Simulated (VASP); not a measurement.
## Ni3Ge: single point with PBEsol

The system is Ni3Ge.

```
Ni Ge
1.0
     3.59405    0.00000    0.00000
     0.00000    3.59405    0.00000
     0.00000    0.00000    3.59405
Ni Ge
3 1
Direct
  0.50000 0.00000 0.50000
  0.00000 0.50000 0.50000
  0.50000 0.50000 0.00000
  0.00000 0.00000 0.00000
```

| Quantity | Value |
| --- | --- |
| Program | VASP 6.6.1 |
| Task | single point |
| Functional | PBEsol |
| Potentials or basis | VASP PAW PBE potentials, release 64 (Ni, Ge_d) |
| Cutoff | 520 eV |
| k mesh | 12 × 12 × 12 |
| Occupations | gaussian, width 0.1 eV |
| Spin | no spin polarisation |
| Dipole correction | no |
| Further INCAR settings | ALGO = Normal; EDIFF = 1e-06; NBANDS = 30 |

```json
{
 "Pressure": "-10.6 GPa",
 "Band gap on the k mesh": "zero (bands 22 and 23 overlap by 0.21 eV)"
}
```

Levels at points of the mesh, in eV from the Fermi level:
```
           k point  band 18  band 19  band 20  band 21  band 22  band 23  band 24  band 25  band 26  band 27
(0.00, 0.00, 0.00)    -0.88    -0.54    -0.54    -0.27     0.02     0.02     0.02     3.50     6.58     6.58
(0.50, 0.00, 0.00)    -1.20    -1.15    -1.05    -0.49     0.02     3.44     3.44     4.26     5.60     5.60
(0.50, 0.50, 0.00)    -1.29    -1.12    -1.02    -0.88    -0.86     0.59     0.59     5.40     6.16     8.40
(0.50, 0.50, 0.50)    -1.23    -1.08    -1.08    -0.41    -0.19    -0.19    -0.19     0.52     3.96     3.96
```

Wall time 3.2 min on 1 thread of Intel Xeon 8259CL, with other jobs on the host, peak memory 0.23 GiB.

Caveat: the cell stands under tension; the PAW data sets were made with another functional, which shifts forces and pressure a little. Spin polarisation is off, so any magnetic state and its effect on volume and gap are missing.
